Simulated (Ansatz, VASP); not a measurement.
# Two plane-wave programs on RbCl

File INCAR:

```
SYSTEM = RbCl
ALGO = Normal ; EDIFF = 1E-8
ENCUT = 400 ; GGA_COMPAT = .False.
ISIF = 2 ; ISMEAR = -1
LASPH = .True. ; LCHARG = .False.
LEFG = .True. ; LREAL = .False.
LWAVE = .False. ; NBANDS = 15
NELM = 120 ; PREC = Accurate
SIGMA = 0.03
```

File KPOINTS:

```
k-points
0
Gamma
  6 6 6
  0 0 0
```

POSCAR

```
RbCl
1.0
    0.0000000000      3.2740000000      3.2740000000
    3.2740000000      0.0000000000      3.2740000000
    3.2740000000      3.2740000000      0.0000000000
Rb Cl
1 1
Direct
    0.0000000000      0.0000000000      0.0000000000
    0.5000000000      0.5000000000      0.5000000000
```

Input for Ansatz:

```yaml
crystal:
  lattice:
    - [0.0, 3.274, 3.274]
    - [3.274, 0.0, 3.274]
    - [3.274, 3.274, 0.0]
  atoms:
    - { symbol: Rb, position: [0.0, 0.0, 0.0] }
    - { symbol: Cl, position: [0.5, 0.5, 0.5] }
kpoints:
  mp_grid: { grid: [6, 6, 6] }
  band_path:
    path:
      - [0.0, 0.0, 0.0]
      - [0.5, 0.0, 0.5]
      - [0.625, 0.25, 0.625]
      - [0.375, 0.375, 0.75]
      - [0.0, 0.0, 0.0]
      - [0.5, 0.5, 0.5]
      - [0.5, 0.25, 0.75]
      - [0.5, 0.0, 0.5]
    npoints: 5
scf:
  occupations: { method: fermi_dirac, width: 0.03 }
hamiltonian:
  xc: lda
  pseudopotentials: { kind: paw }
output:
  forces: true
  stress: true
  eigenvalues: true
  efg: { contact_densities: true }
```

Alike in both runs: task electric field gradients; functional LDA; k mesh 6 × 6 × 6; occupations fermi-dirac, width 0.03 eV; no spin polarisation.

|  | VASP | Ansatz |
| --- | --- | --- |
| version | VASP 6.6.1 | Ansatz 0.2.0 |
| potentials or method | VASP PAW LDA potentials, release 64 (Rb_sv, Cl) | PAW with Ansatz's default frozen-core files, scalar-relativistic |
| plane-wave cutoff (eV) | 400 | 420 |
| valence electrons in the cell | 16 | 16 |

```csv
,VASP,Ansatz,Ansatz less VASP
gap on the k mesh at the Fermi level (eV),4.60,4.60,-0.007
pressure (GPa),-1.4,-1.4,-0.02
```

LDA's correlation is that of Perdew and Zunger in VASP and of Perdew and Wang (1992) in Ansatz.
